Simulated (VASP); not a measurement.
A run of VASP 6.6.1 is set up as follows.

The input INCAR:

```
  ALGO = Normal
  EDIFF = 1E-6
  ENCUT = 520
  GGA = PS
  ISIF = 2
  ISMEAR = -1
  LASPH = T
  LCHARG = F
  LREAL = F
  LWAVE = F
  NBANDS = 32
  NELM = 80
  PREC = Accurate
  SIGMA = 0.05
```

The input KPOINTS:

```
k-points
0
Gamma
  7 7 4
```

POSCAR

```
Lu
1.0
    3.5031000000      0.0000000000      0.0000000000
   -1.7515500000      3.0337735920      0.0000000000
    0.0000000000      0.0000000000      5.5509000000
Lu
2
Direct
    0.3779962502      0.7888525387      0.2500000000
    0.9553371503      0.2111475957      0.7500000000
```

Potentials or basis: VASP PAW PBE potentials, release 64 (Lu).

Command:

```bash
$ cat potpaw_PBE.64/Lu/POTCAR > POTCAR
$ mpirun -np 1 vasp_std > vasp.out
```

(1) What does it give for the pressure?

(2) What does it give for the largest force?

## Answers

(1) -2.8 GPa.

(2) 0.526 eV/Å.

Caveat: the PAW data sets were made with another functional, which shifts forces and pressure a little.
